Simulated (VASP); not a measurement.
A run of VASP 6.6.1 is set up as follows.

The input INCAR:

```
ALGO = Normal
EDIFF = 1E-6
ENCUT = 520
ISIF = 2
ISMEAR = -1
LASPH = T
LCHARG = F
LREAL = F
LWAVE = F
NBANDS = 33
NELM = 60
PREC = Accurate
SIGMA = 0.03
```

The input KPOINTS:

```
k-points
0
Gamma
  5 5 8
```

The input POSCAR:

```
TaN
1.0
    5.1849992558     -0.0777749888     -0.0777749888
   -2.6598547440      4.5292285685     -0.0284676217
   -0.0436200000     -0.0436200000      2.9080000000
Ta N
3 3
Direct
    0.0000000000      0.0000000000      0.0000000000
    0.3333333333      0.6666666667      0.5000000000
    0.6666666667      0.3333333333      0.5000000000
    0.5000000000      0.0000000000      0.0000000000
    0.5000000000      0.5000000000      0.0000000000
    0.0000000000      0.5000000000      0.0000000000
```

Potentials or basis: VASP PAW LDA potentials, release 64 (Ta_pv, N).

Command:

```bash
$ cat potpaw_LDA.64/Ta_pv/POTCAR potpaw_LDA.64/N/POTCAR > POTCAR
$ mpirun -np 1 vasp_std > vasp.out
```

Problem. Predict the pressure.

Solution. -2.1 GPa.

Problem. What does it give for the band gap on the k mesh?

Solution. Zero (bands 24 and 25 overlap by 1.78 eV).

Problem. Estimate the largest force.

Solution. 0.494 eV/Å.

Stress tensor (GPa, compression positive):
```
-1.61  3.81  6.40
 3.81 -1.43  6.38
 6.40  6.38 -3.23
```

Caveat: the cell differs from its parent crystal (equal xy, yz and zx shear strains of -3 %); spin-orbit coupling is left out, which moves the levels of the heavy elements.
